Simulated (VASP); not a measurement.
**Re: single point with LDA**

Re:

```
Re
1.0
    -1.48780    1.48780    1.48780
     1.48780   -1.48780    1.48780
     1.48780    1.48780   -1.48780
Re
1
Direct
  0.00000 0.00000 0.00000
```

This isn't the form of Re at room conditions, which is hcp.

```json
{
  "Program": "VASP 6.6.1",
  "Task": "single point",
  "Functional": "LDA",
  "Potentials or basis": "VASP PAW LDA potentials, release 64 (Re_sv_GW)",
  "Cutoff": "560 eV",
  "k mesh": "10 × 10 × 10",
  "Occupations": "gaussian, width 0.05 eV",
  "Spin": "no spin polarisation",
  "Dipole correction": "no",
  "Further INCAR settings": "ALGO = Normal; EDIFF = 1e-06; NBANDS = 14"
}
```

| Item | Value |
| --- | --- |
| Pressure | 45.4 GPa |
| Band gap on the k mesh | zero (an odd number of electrons rules out a gap without spin polarisation) |

Levels at points of the mesh, in eV from the Fermi level:
```csv
k point,band 5,band 6,band 7,band 8,band 9,band 10
"(0.00, 0.00, 0.00)",-11.37,-3.01,-3.01,-3.01,0.96,0.96
"(0.50, 0.00, 0.00)",-8.36,-5.65,0.53,0.92,1.96,5.56
"(0.50, 0.50, 0.50)",-8.20,-8.20,4.40,4.40,4.40,8.91
```

It took 4.5 s on 1 thread of Intel(R) Xeon(R) 6975P-C (Granite Rapids), on a shared host, peak memory 0.12 GiB.

Caveat: the cell stands under pressure; spin-orbit coupling is left out, which moves the levels of the heavy elements.
